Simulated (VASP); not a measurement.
Write the native input for VASP 6.6.1 that does the following.

```
Task                   : single point
Functional             : PBE
Potentials or basis    : VASP PAW PBE potentials, release 64 (Na_pv, Au)
Cutoff                 : 520 eV
k mesh                 : 8 × 8 × 8
Occupations            : gaussian, width 0.1 eV
Spin                   : no spin polarisation
Dipole correction      : no
Further INCAR settings : ALGO = Fast; EDIFF = 1e-07; NBANDS = 28
```

The structure of Na4Au lies in POSCAR:

```
Na4Au
1.0
    4.9527092821     -3.2075582066      0.0110044096
    4.9527092821      3.2075582066      0.0110044096
   -4.9392561890      0.0000000000      4.9413789945
Na Au
4 1
Direct
    0.5708701818      0.0745136045      0.1442538207
    0.4286327611      0.9252044917      0.4990845824
    0.0747955083      0.5713672389      0.5009154176
    0.9254863955      0.4291298182      0.8557461793
    0.0000477359      0.9999522641      0.0000000000
```

One way to write it, as run:

INCAR

```
SYSTEM = Na4Au
PREC     = Accurate       ! precision mode
ENCUT    = 520            ! plane-wave cutoff, eV
EDIFF    = 1E-7           ! SCF threshold, eV
ISMEAR   = 0              ! smearing method
SIGMA    = 0.1            ! smearing width, eV
LREAL    = .FALSE.        ! projectors in reciprocal space
LASPH    = .TRUE.         ! aspherical terms in the spheres
NELM     = 100            ! most SCF steps
ALGO     = Fast           ! electronic algorithm
ISIF     = 2              ! what is computed and relaxed
LWAVE    = .FALSE.        ! write WAVECAR
LCHARG   = .FALSE.        ! write CHGCAR
GGA      = PE             ! functional
NBANDS   = 28             ! bands
```

KPOINTS

```
regular mesh
0
G
  8 8 8
  0 0 0
```

Potentials or basis: VASP PAW PBE potentials, release 64 (Na_pv, Au).

Launch:

```console
$ cat potpaw_PBE.64/Na_pv/POTCAR potpaw_PBE.64/Au/POTCAR > POTCAR
$ mpirun -np 1 vasp_std > vasp.out
```

Results of the run:

```json
{
  "Pressure": "0.0 GPa",
  "Largest force": "0.005 eV/Å",
  "Band gap on the k mesh": "zero (an odd number of electrons rules out a gap without spin polarisation)"
}
```

Caveat: spin-orbit coupling is left out, which moves the levels of the heavy elements.

It took 25 min on 1 thread of Oxide Virtual Turin-like Processor, on a shared host, peak memory 0.69 GiB.
